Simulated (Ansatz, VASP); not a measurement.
# Two plane-wave programs on GaSb

```
Ga Sb
1.0
     0.00000    3.06588    3.12720
     3.06588    0.00000    3.12720
     3.06588    3.06588    0.00000
Ga Sb
1 1
Cartesian
  0.0000 0.0000 0.0000
  1.5329 1.5329 1.5636
```

Change from the starting cell: uniaxial_z strain +2.0%.

Alike in both runs: task single point; functional r2SCAN; k mesh 8 × 8 × 8; occupations fermi-dirac, width 0.02 eV; no spin polarisation.

```csv
,VASP,Ansatz
version,VASP 6.6.1,Ansatz 0.2.0
potentials or method,"VASP PAW PBE potentials, release 64 (Ga_d, Sb)","plane waves, PAW"
plane-wave cutoff (eV),520,500
valence electrons in the cell,18,28
```

|  | VASP | Ansatz | Ansatz less VASP |
| --- | --- | --- | --- |
| pressure (GPa) | -0.9 | -1.0 | -0.08 |
| traceless stress, the component that is largest in VASP (GPa) | -0.66 | -0.68 | -0.011 |

VASP's potentials were made for PBE, not for r2SCAN. The functional is the same, so the differences come from potentials, cutoffs and numerics. VASP's potentials hold 18 valence electrons a cell and Ansatz's 28, so a difference there can come from the potentials and not from the codes.

Neither program's run includes spin-orbit coupling.
